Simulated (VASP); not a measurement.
A run of VASP 6.6.1 is set up as follows.

Contents of INCAR:

```
SYSTEM = SbPt
PREC     = Accurate       ! precision mode
ENCUT    = 520            ! plane-wave cutoff, eV
EDIFF    = 1E-7           ! SCF threshold, eV
ISMEAR   = -1             ! smearing method
SIGMA    = 0.05           ! smearing width, eV
LREAL    = .False.        ! projectors in reciprocal space
LASPH    = .True.         ! aspherical terms in the spheres
NELM     = 60             ! most SCF steps
ALGO     = Normal         ! electronic algorithm
ISIF     = 2              ! what is computed and relaxed
LWAVE    = .False.        ! write WAVECAR
LCHARG   = .False.        ! write CHGCAR
GGA      = PS             ! functional
NBANDS   = 23             ! bands
```

KPOINTS

```
Automatic mesh
0
Gamma
  8 8 5
  0 0 0
```

The input POSCAR:

```
SbPt
1.0
    4.0643174985      0.0000000000      0.0000000000
   -2.0321587492      3.5198022028      0.0000000000
    0.0000000000      0.0000000000      5.3960720186
Pt Sb
2 2
Direct
    0.0000000000      0.0000000000      0.5000000000
    0.0000000000      0.0000000000      0.0000000000
    0.6666666667      0.3333333333      0.7500000000
    0.3333333333      0.6666666667      0.2500000000
```

Potentials or basis: VASP PAW PBE potentials, release 64 (Pt, Sb).

Run with:

```sh
$ cat potpaw_PBE.64/Pt/POTCAR potpaw_PBE.64/Sb/POTCAR > POTCAR
$ mpirun -np 1 vasp_std > vasp.out
```

Task: Estimate the band gap on the k mesh.

Result: Zero (band 15 reaches 12.73 eV, above the bottom of band 16 at 9.57 eV).

Task: Estimate the pressure.

Result: 10.4 GPa.

Stress tensor (GPa, compression positive):
```
10.37  0.00  0.00
 0.00 10.37  0.00
 0.00  0.00 10.56
```

Caveat: the PAW data sets were made with another functional, which shifts forces and pressure a little; spin-orbit coupling is left out, which moves the levels of the heavy elements.
